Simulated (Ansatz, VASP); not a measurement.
# Cu3O2 in VASP and in Ansatz

File INCAR:

```
PREC     = Accurate       # precision mode
ENCUT    = 520            # plane-wave cutoff, eV
EDIFF    = 1E-6           # SCF threshold, eV
ISMEAR   = 0              # smearing method
SIGMA    = 0.15           # smearing width, eV
LREAL    = F              # projectors in reciprocal space
LASPH    = T              # aspherical terms in the spheres
NELM     = 80             # most SCF steps
ALGO     = Normal         # electronic algorithm
ISIF     = 2              # what is computed and relaxed
LWAVE    = F              # write WAVECAR
LCHARG   = F              # write CHGCAR
GGA      = PS             # functional
NBANDS   = 30             # bands
```

The input KPOINTS:

```
Automatic mesh
0
Gamma
  16 16 16
```

File POSCAR:

```
Cu3O2
1.0
   -1.9449923281      1.9449923281      3.6304514900
    1.9449923281     -1.9449923281      3.6304514900
    1.9449923281      1.9449923281     -3.6304514900
Cu O
3 2
Direct
    0.2500000000      0.7500000000      0.5000000000
    0.7500000000      0.2500000000      0.5000000000
    0.0000000000      0.0000000000      0.0000000000
    0.0000000000      0.5000000000      0.5000000000
    0.5000000000      0.0000000000      0.5000000000
```

Input for Ansatz:

```yaml
crystal:
  lattice:
    - [-1.9449923281, 1.9449923281, 3.63045149]
    - [1.9449923281, -1.9449923281, 3.63045149]
    - [1.9449923281, 1.9449923281, -3.63045149]
  atoms:
    - { symbol: Cu, position: [0.25, 0.75, 0.5] }
    - { symbol: Cu, position: [0.75, 0.25, 0.5] }
    - { symbol: Cu, position: [0.0, 0.0, 0.0] }
    - { symbol: O, position: [0.0, 0.5, 0.5] }
    - { symbol: O, position: [0.5, 0.0, 0.5] }
basis:
  ecutwfc: 420
kpoints:
  mp_grid: { grid: [16, 16, 16] }
hamiltonian:
  xc: pbesol
scf:
  occupations: { method: gaussian, width: 0.15 }
output:
  forces: true
  stress: true
  eigenvalues: true
```

Change from the starting cell: strain -0.0200 x Voigt [1, 1, 0, 0, 0, 0], atoms carried along.

Alike in both runs: task single point; functional PBEsol; k mesh 16 × 16 × 16; occupations gaussian, width 0.15 eV; no spin polarisation.

|  | VASP | Ansatz |
| --- | --- | --- |
| version | VASP 6.6.1 | Ansatz 0.2.0 |
| potentials or method | VASP PAW PBE potentials, release 64 (Cu, O), cutoff 520 eV | scalar-relativistic, plane waves, PAW |
| valence electrons in the cell | 45 | 69 |

Ansatz gave:

| Item | Value |
| --- | --- |
| gap on the k mesh at the Fermi level (eV) | none |
| pressure (GPa) | 4.9 |
| traceless stress, the component that is largest in VASP (GPa) | -1.10 |

Problem. What did VASP give for the same quantities?

Solution. gap on the k mesh at the Fermi level (eV): none; pressure (GPa): 5.8; traceless stress, the component that is largest in VASP (GPa): -0.31.

VASP's potentials were made for PBE, not for PBEsol. A gap of «none» marks a metal or a gap that the smearing closes. VASP's potentials hold 45 valence electrons a cell and Ansatz's 69, so a difference there can come from the potentials and not from the codes.
